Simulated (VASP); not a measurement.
Wanted: the native input for a VASP 6.6.1 run.

| Item | Value |
| --- | --- |
| Task | single point |
| Functional | PBE |
| Potentials or basis | VASP PAW PBE potentials, release 64 (Cd, Se) |
| Cutoff | 500 eV |
| k mesh | 3 × 3 × 3 |
| Occupations | gaussian, width 0.2 eV |
| Spin | no spin polarisation |
| Dipole correction | no |
| Further INCAR settings | ALGO = Normal; EDIFF = 1e-06; NBANDS = 36 |

The structure of Cd2Se5 lies in POSCAR:

```
Cd2Se5
1.0
    6.5132653986      0.0000000000      0.0000000000
    0.0000000000      6.5132653986      0.0000000000
    0.0000000000      0.0000000000      5.2504844856
Cd Se
2 5
Direct
    0.0000000000      0.0000000000      0.2508888364
    0.0000000000      0.0000000000      0.7491111636
    0.5000000000      0.5000000000      0.5000000000
    0.8239020786      0.5000000000      0.0000000000
    0.1760979214      0.5000000000      0.0000000000
    0.5000000000      0.8239020786      0.0000000000
    0.5000000000      0.1760979214      0.0000000000
```

The input as run:

INCAR

```
SYSTEM = Cd2Se5
  PREC = Accurate
  ENCUT = 500
  EDIFF = 1E-6
  ISMEAR = 0
  SIGMA = 0.2
  LREAL = .FALSE.
  LASPH = .TRUE.
  NELM = 120
  ALGO = Normal
  ISIF = 2
  LWAVE = .FALSE.
  LCHARG = .FALSE.
  GGA = PE
  NBANDS = 36
  GGA_COMPAT = .FALSE.
```

KPOINTS

```
Automatic mesh
0
G
  3 3 3
  0 0 0
```

Potentials or basis: VASP PAW PBE potentials, release 64 (Cd, Se).

Launch:

```sh
$ cat potpaw_PBE.64/Cd/POTCAR potpaw_PBE.64/Se/POTCAR > POTCAR
$ mpirun -np 1 vasp_std > vasp.out
```

Results of the run:

The pressure is 0.2 GPa and the largest force is 0.055 eV/Å. The band gap on the k mesh is zero (band 27 reaches 1.24 eV, above the bottom of band 28 at 0.84 eV).

Caveat: the k points lie up to 0.40 Å⁻¹ apart.

Wall time 57 s on 1 thread of Intel Xeon 6975P-C, on a shared host, peak memory 0.3 GiB.
